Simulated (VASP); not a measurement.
# CaCdC2N2 (P-1) in VASP: single point with PBE

Aim: the single point of CaCdC2N2 with PBE.

Everything below comes from runs of VASP 6.6.1. Logs are shortened: lines on timing, memory, paths and dates and some standing lists are left out, and cuts for length are marked.

**1. The cell of the first run**

The typed cell holds 6 atoms: a = 4.020 Å, b = 4.722 Å, c = 8.810 Å, α = 75.38°, β = 87.08°, γ = 67.73°.

**2. Single point, PBE**

The input, INCAR:

```
PREC = Accurate
ENCUT = 520
EDIFF = 1E-7
ISMEAR = 0
SIGMA = 0.1
LREAL = False
LASPH = True
NELM = 100
ALGO = Normal
ISIF = 2
LWAVE = False
LCHARG = True
GGA = PE
LELF = True
LVHAR = True
NBANDS = 29
```

The input, KPOINTS:

```
Automatic mesh
0
Gamma
  6 4 2
```

The input, POSCAR:

```
CaCdC2N2
1.0
    4.0196998200      0.0000000000      0.0000000000
    1.7894105400      4.3701136500      0.0000000000
    0.4491504200      2.2183620700      8.5143271000
Ca Cd C N
1 1 2 2
Direct
    0.5000000000      0.0000000000      0.5000000000
    0.0000000000      0.0000000000      0.0000000000
    0.1859319800      0.6281360300      0.1859319800
    0.8140680200      0.3718639700      0.8140680200
    0.2946478300      0.4107043300      0.2946478300
    0.7053521700      0.5892956700      0.7053521700
```

Potentials or basis: VASP PAW PBE potentials, release 64 (Ca_sv, Cd, C, N).

The run is started by

```bash
> cat potpaw_PBE.64/Ca_sv/POTCAR potpaw_PBE.64/Cd/POTCAR potpaw_PBE.64/C/POTCAR potpaw_PBE.64/N/POTCAR > POTCAR
> mpirun -np 1 vasp_std > vasp.out
```

OUTCAR:

```text
PREC = Accurate
   ENCUT = 520
   EDIFF = 1E-7
   ISMEAR = 0
   LREAL = False
   LASPH = True
   NELM = 100
   ISIF = 2
   GGA = PE

 ion  position               nearest neighbor table
   1  0.500  0.000  0.500-   5 2.21   6 2.21
   2  0.000  0.000  0.000-   3 2.00   4 2.00
   3  0.186  0.628  0.186-   5 1.17   2 2.00
   4  0.814  0.372  0.814-   6 1.17   2 2.00
   5  0.295  0.411  0.295-   3 1.17   1 2.21
   6  0.705  0.589  0.705-   4 1.17   1 2.21

  LATTYP: Found a triclinic cell.
 ALAT       =     4.7222752349
 B/A-ratio  =     2.9387279697
 C/A-ratio  =     0.8512209941
 COS(alpha) =     0.0005960505
 COS(beta)  =     0.3789297428
 COS(gamma) =     0.7310037639

  Lattice vectors:

 A1 = (   1.7894105400,   4.3701136500,   0.0000000000)
 A2 = (   0.0082716800,  10.9585893700,   8.5143271000)
 A3 = (   4.0196998200,   0.0000000000,   0.0000000000)

Analysis of symmetry for initial positions (statically):
=====================================================================
 Subroutine PRICEL returns:
 Original cell was already a primitive cell.

 Routine SETGRP: Setting up the symmetry group for a
 triclinic supercell.

 Subroutine GETGRP returns: Found  2 space group operations
 (whereof  2 operations were pure point group operations)
 out of a pool of  2 trial point group operations.

The static configuration has the point symmetry S_2 .

Analysis of symmetry for dynamics (positions and initial velocities):
=====================================================================
 Subroutine PRICEL returns:
 Original cell was already a primitive cell.

 Routine SETGRP: Setting up the symmetry group for a
 triclinic supercell.

 Subroutine GETGRP returns: Found  2 space group operations
 (whereof  2 operations were pure point group operations)
 out of a pool of  2 trial point group operations.

The dynamic configuration has the point symmetry S_2 .

 Subroutine INISYM returns: Found  2 space group operations
 (whereof  2 operations are pure point group operations),
 and found     1 'primitive' translations

----------------------------------------------------------------------------------------

                                     Primitive cell

  volume of cell :     149.5673

  direct lattice vectors                    reciprocal lattice vectors
     4.019699820  0.000000000  0.000000000     0.248774795 -0.101864683  0.013416849
     1.789410540  4.370113650  0.000000000     0.000000000  0.228827001 -0.059619643
     0.449150420  2.218362070  8.514327100     0.000000000  0.000000000  0.117449094

  length of vectors
     4.019699820  4.722275235  8.810030212     0.269156691  0.236466273  0.117449094

  position of ions in fractional coordinates (direct lattice)
     0.500000000  0.000000000  0.500000000
     0.000000000  0.000000000  0.000000000
     0.185931980  0.628136030  0.185931980
     0.814068020  0.371863970  0.814068020
     0.294647830  0.410704330  0.294647830
     0.705352170  0.589295670  0.705352170

  ion indices of the primitive-cell ions
   primitive index   ion index
                 1           1
                 2           2
                 3           3
                 4           4
                 5           5
                 6           6

----------------------------------------------------------------------------------------

 KPOINTS: Automatic mesh

Automatic generation of k-mesh.
 Grid dimensions read from file:
 generate k-points for:    6    4    2

 Generating k-lattice:

  Cartesian coordinates                     Fractional coordinates (reciprocal lattice)
     0.041462466 -0.016977447  0.002236142     0.166666667  0.000000000  0.000000000
     0.000000000  0.057206750 -0.014904911     0.000000000  0.250000000  0.000000000
     0.000000000  0.000000000  0.058724547     0.000000000  0.000000000  0.500000000

  Length of vectors
     0.044859448  0.059116568  0.058724547

  Shift w.r.t. Gamma in fractional coordinates (k-lattice)
     0.000000000  0.000000000  0.000000000

 Subroutine IBZKPT returns following result:
 ===========================================

 Found     28 irreducible k-points:

 Following reciprocal coordinates:
            Coordinates               Weight
  0.000000  0.000000  0.000000      1.000000
  0.166667  0.000000  0.000000      2.000000
  0.333333 -0.000000  0.000000      2.000000
  0.500000 -0.000000  0.000000      1.000000
  0.000000  0.250000  0.000000      2.000000
  0.166667  0.250000  0.000000      2.000000
[... 16 lines left out ...]
 -0.333333  0.250000  0.500000      2.000000
 -0.166667  0.250000  0.500000      2.000000
 [... further k-points ...]
   k-points           NKPTS =     28   k-points in BZ     NKDIM =     28   number of bands    NBANDS=     29
   number of dos      NEDOS =    301   number of ions     NIONS =      6
   total plane-waves  NPLWV =  75600
   dimension x,y,z NGX =    30 NGY =   36 NGZ =   70
   dimension x,y,z NGXF=    60 NGYF=   72 NGZF=  140
   ions per type =               1   1   2   2
   NGX,Y,Z   is equivalent  to a cutoff of  12.41, 12.67, 13.21 a.u.
   NGXF,Y,Z  is equivalent  to a cutoff of  24.81, 25.35, 26.42 a.u.
 SYSTEM =  unknown system
   PREC   = accura    normal or accurate (medium, high low for compatibility)
   ISTART =      0    job   : 0-new  1-cont  2-samecut
   ICHARG =      2    charge: 1-file 2-atom 10-const
   ISPIN  =      1    spin polarized calculation?
   LNONCOLLINEAR =      F non collinear calculations
   LSORBIT =      F    spin-orbit coupling
   LASPH  =      T    aspherical Exc in radial PAW
   ENCUT  =  520.0 eV  38.22 Ry    6.18 a.u.   7.47  8.78 16.38*2*pi/ulx,y,z
   NELM   =    100;   NELMIN=  2; NELMDL= -5     # of ELM steps
   EDIFF  = 0.1E-06   stopping-criterion for ELM
   LREAL  =      F    real-space projection
   EDIFFG = 0.1E-05   stopping-criterion for IOM
   NSW    =      0    number of steps for IOM
   IBRION =     -1    ionic relax: 0-MD 1-quasi-New 2-CG
   NFREE  =      0    steps in history (QN), initial steepest desc. (CG)
   ISIF   =      2    stress and relaxation
   ISYM   =      2    0-nonsym 1-usesym 2-fastsym
   POTIM  = 0.5000    time-step for ionic-motion
   TEBEG  =    0.0;   TEEND  =   0.0 temperature during run
   PSTRESS=    0.0 pullay stress
   NELECT =      40.0000    total number of electrons
   NUPDOWN=      -1.0000    fix difference up-down
   EMIN   =  10.00;   EMAX   =-10.00  energy-range for DOS
   EFERMI =   0.00;   METHOD = LEGACY
   ISMEAR =     0;   SIGMA  =   0.10  broadening in eV -4-tet -1-fermi 0-gaus
   EFERMI_NEDOS =   21; number of points for ismear=-14 and -15
   IALGO  =     38    algorithm
   IMIX   =      4    mixing-type and parameters
     AMIX     =   0.40;   BMIX     =  1.00
     AMIX_MAG =   1.60;   BMIX_MAG =  1.00
  volume/ion in A,a.u.               =      24.93       168.22
  Fermi-wavevector in a.u.,A,eV,Ry     =   1.054749  1.993187 15.136430  1.112496
  Thomas-Fermi vector in A             =   2.189921
   LORBIT       =      0    0 simple, 1 ext, 2 COOP (PROOUT), +10 PAW based schemes
   GGA     = PE    functional components
   LHFCALC =     F    Hartree Fock is set to
   AEXX    =    0.0000 exact exchange contribution
   IVDW    =     0    specifies the selected vdW correction
   LEPSILON=     F    determine dielectric tensor
   LRPA    =     F    only Hartree local field effects (RPA)
 non-spin polarized calculation
 Gauss-broadening in eV      SIGMA  =   0.10
  energy-cutoff  :      520.00
  volume of cell :      149.57
 maximum number of plane-waves:      4054
 NGX is ok and might be reduce to    30
   NGX = 15   NGY = 17   NGZ = 33

 number of electron      40.0000002 magnetization

 Free energy of the ion-electron system (eV)
  ---------------------------------------------------
  ext. energy  EPLUGINS =         0.00000000
  ---------------------------------------------------
  free energy    TOTEN  =       -35.04036615 eV

  energy without entropy =      -35.02365434  energy(sigma->0) =      -35.03201025

 E-fermi :   1.5556     XC(G=0):  -7.4589

 val. band max:        1.5507916310   @ k =   0.0000   0.5000   0.0000
 cond. band min:       1.5639747432   @ k =   0.1667   0.2500   0.0000
 fundamental gap:      0.0131831122
 Fermi energy:         1.5555671657

 k-point     1 :       0.0000    0.0000    0.0000
  band No.  band energies     occupation
      1     -40.5161      2.00000
      2     -21.7037      2.00000
      3     -21.5599      2.00000
      4     -21.5391      2.00000
      5     -18.3121      2.00000
      6     -18.1708      2.00000
[... 21 lines left out ...]
     28       5.5740      0.00000
     29       5.8257      0.00000

 k-point     2 :       0.1667    0.0000    0.0000
  band No.  band energies     occupation
      1     -40.5153      2.00000
      2     -21.7031      2.00000
      3     -21.5587      2.00000
      4     -21.5532      2.00000
      5     -18.2997      2.00000
      6     -18.1679      2.00000
[... 21 lines left out ...]
     28       5.3939      0.00000
     29       5.5986      0.00000

 k-point     3 :       0.3333   -0.0000    0.0000
  band No.  band energies     occupation
      1     -40.5137      2.00000
      2     -21.7019      2.00000
      3     -21.5816      2.00000
      4     -21.5557      2.00000
      5     -18.2741      2.00000
      6     -18.1629      2.00000
[... 21 lines left out ...]
     28       4.8296      0.00000
     29       5.1028      0.00000

 k-point     4 :       0.5000   -0.0000    0.0000
  band No.  band energies     occupation
      1     -40.5128      2.00000
      2     -21.7014      2.00000
      3     -21.5956      2.00000
      4     -21.5543      2.00000
      5     -18.2606      2.00000
      6     -18.1609      2.00000
[... 597 lines left out ...]
     28       4.6849      0.00000
     29       5.1588      0.00000

 k-point    23 :      -0.3333    0.2500    0.5000
  band No.  band energies     occupation
      1     -40.5135      2.00000
      2     -21.7050      2.00000
      3     -21.5819      2.00000
      4     -21.5570      2.00000
      5     -18.2679      2.00000
      6     -18.1609      2.00000
[... 21 lines left out ...]
     28       4.6617      0.00000
     29       4.8466      0.00000

 k-point    24 :      -0.1667    0.2500    0.5000
  band No.  band energies     occupation
      1     -40.5151      2.00000
      2     -21.7076      2.00000
      3     -21.5605      2.00000
      4     -21.5542      2.00000
      5     -18.2886      2.00000
      6     -18.1663      2.00000
[... 21 lines left out ...]
     28       4.9846      0.00000
     29       5.4927      0.00000

 [... further k-points ...]
[... 5 lines left out ...]
  --------------------------------------------------------------------------------------
  -------------------------------------------------------------------------------------
  Total       -1.5770569      4.5619642      7.2313980     -0.4302119     -5.9220511      0.5710490
  in kB      -16.8935634     48.8681358     77.4633300     -4.6084655    -63.4374985      6.1171240
  external PRESSURE =      36.4793008 kB  Pullay stress =       0.0000000 kB

 VOLUME and BASIS-vectors are now :
 -----------------------------------------------------------------------------
  energy-cutoff  :      520.00
  volume of cell :      149.57
      direct lattice vectors                 reciprocal lattice vectors
     4.019699820  0.000000000  0.000000000     0.248774795 -0.101864683  0.013416849
     1.789410540  4.370113650  0.000000000     0.000000000  0.228827001 -0.059619643
     0.449150420  2.218362070  8.514327100     0.000000000  0.000000000  0.117449094

 POSITION                                       TOTAL-FORCE (eV/Angst)
 -----------------------------------------------------------------------------------
      2.23443      1.10918      4.25716         0.000000      0.000000      0.000000
      0.00000      0.00000      0.00000         0.000000      0.000000      0.000000
      1.95490      3.15749      1.58309        -0.074240      0.742791     -0.894760
      4.30337      3.43099      6.93124         0.074240     -0.742791      0.894760
      2.05166      2.44846      2.50873         0.058610     -0.537082      0.736240
      4.20661      4.14002      6.00560        -0.058610      0.537082     -0.736240
 -----------------------------------------------------------------------------------
    total drift:                                0.000000      0.000000      0.000000

  FREE ENERGIE OF THE ION-ELECTRON SYSTEM (eV)
  ---------------------------------------------------
  free  energy   TOTEN  =       -35.0403661517 eV

  energy  without entropy=      -35.0236543399  energy(sigma->0) =      -35.03201025
```

Wall time 77 s (1 thread of Intel Xeon 6975P-C (Granite Rapids), shared host); peak memory 0.34 GiB.

Results:

```
Free energy            : -35.0404 eV
Pressure               : 3.6 GPa
Largest force          : 1.165 eV/Å
Band gap on the k mesh : zero (band 20 reaches 1.61 eV, above the bottom of band 21 at 1.47 eV)
```

Forces in eV/Å, atoms in the order of the input:
```
Ca   0.000  0.000  0.000
Cd   0.000  0.000  0.000
C   -0.074  0.743 -0.895
C    0.074 -0.743  0.895
N    0.059 -0.537  0.736
N   -0.059  0.537 -0.736
```

Levels at points of the mesh, in eV from the Fermi level:
| k point | band 17 | band 18 | band 19 | band 20 | band 21 | band 22 | band 23 | band 24 |
| --- | --- | --- | --- | --- | --- | --- | --- | --- |
| (0.00, 0.00, 0.00) | -5.93 | -5.69 | -5.63 | -0.72 | 0.14 | 0.55 | 1.69 | 1.74 |
| (0.50, 0.00, 0.00) | -6.09 | -5.86 | -5.73 | -0.68 | 0.40 | 0.92 | 1.21 | 2.04 |
| (0.00, 0.50, 0.00) | -5.89 | -5.79 | -5.63 | -0.03 | 0.00 | 1.45 | 1.69 | 1.93 |
| (0.50, 0.50, 0.00) | -6.11 | -5.89 | -5.75 | -0.71 | 0.23 | 0.96 | 1.32 | 1.90 |
| (0.00, 0.00, 0.50) | -5.79 | -5.76 | -5.55 | -0.82 | -0.08 | 1.16 | 1.27 | 1.98 |
| (0.50, 0.00, 0.50) | -5.97 | -5.92 | -5.90 | -0.60 | 0.58 | 0.72 | 1.29 | 1.68 |
| (0.00, 0.50, 0.50) | -5.82 | -5.76 | -5.59 | -0.11 | 0.18 | 1.19 | 1.31 | 1.99 |
| (0.50, 0.50, 0.50) | -5.99 | -5.98 | -5.88 | -0.62 | 0.48 | 0.60 | 1.37 | 1.69 |

Caveat: the k points lie up to 0.37 Å⁻¹ apart; forces of over 1 eV/Å act on the atoms, so gaps and moduli don't describe the material at rest.
